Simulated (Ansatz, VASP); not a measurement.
## Sn in VASP and in Ansatz

File INCAR:

```
  ALGO = Normal
  EDIFF = 1E-6
  ENCUT = 520
  GGA = PE
  ISIF = 2
  ISMEAR = -1
  LASPH = True
  LCHARG = True
  LELF = True
  LREAL = False
  LVHAR = True
  LWAVE = False
  NBANDS = 21
  NELM = 80
  PREC = Accurate
  SIGMA = 0.05
```

Contents of KPOINTS:

```
k-points
0
Gamma
  9 9 9
```

Contents of POSCAR:

```
Sn
1.0
   -2.9596121516      2.9596121516      1.6098937015
    2.9596121516     -2.9596121516      1.6098937015
    2.9596121516      2.9596121516     -1.6098937015
Sn
2
Direct
    0.0000000000      0.0000000000      0.0000000000
    0.7500000000      0.2500000000      0.5000000000
```

Contents of input.yaml:

```yaml
crystal:
  lattice:
    - [-2.9596121516, 2.9596121516, 1.6098937015]
    - [2.9596121516, -2.9596121516, 1.6098937015]
    - [2.9596121516, 2.9596121516, -1.6098937015]
  atoms:
    - { symbol: Sn, position: [0.0, 0.0, 0.0] }
    - { symbol: Sn, position: [0.75, 0.25, 0.5] }
kpoints:
  mp_grid: { grid: [9, 9, 9] }
scf:
  occupations: { method: fermi_dirac, width: 0.05 }
hamiltonian:
  xc: pbe
  pseudopotentials: { kind: all_electron, lapw: { basis_error: 0.0005 } }
output:
  forces: true
  stress: true
  eigenvalues: true
```

Change from the starting cell: volume scaled by 1.02.

Alike in both runs: task single point; functional PBE; k mesh 9 × 9 × 9; occupations fermi-dirac, width 0.05 eV; no spin polarisation.

```csv
,VASP,Ansatz
version,VASP 6.6.1,Ansatz 0.2.0
potentials or method,"VASP PAW PBE potentials, release 64 (Sn_d), cutoff 520 eV","all-electron LAPW, scalar-relativistic"
```

```tsv
	VASP	Ansatz	Ansatz less VASP
gap on the k mesh at the Fermi level (eV)	none	none	-
pressure (GPa)	0.3	0.4	+0.05
traceless stress, the component that is largest in VASP (GPa)	-0.23	-0.24	-0.008
```

A gap of «none» marks a metal or a gap that the smearing closes. Ansatz ran all-electron here, and VASP with PAW potentials.
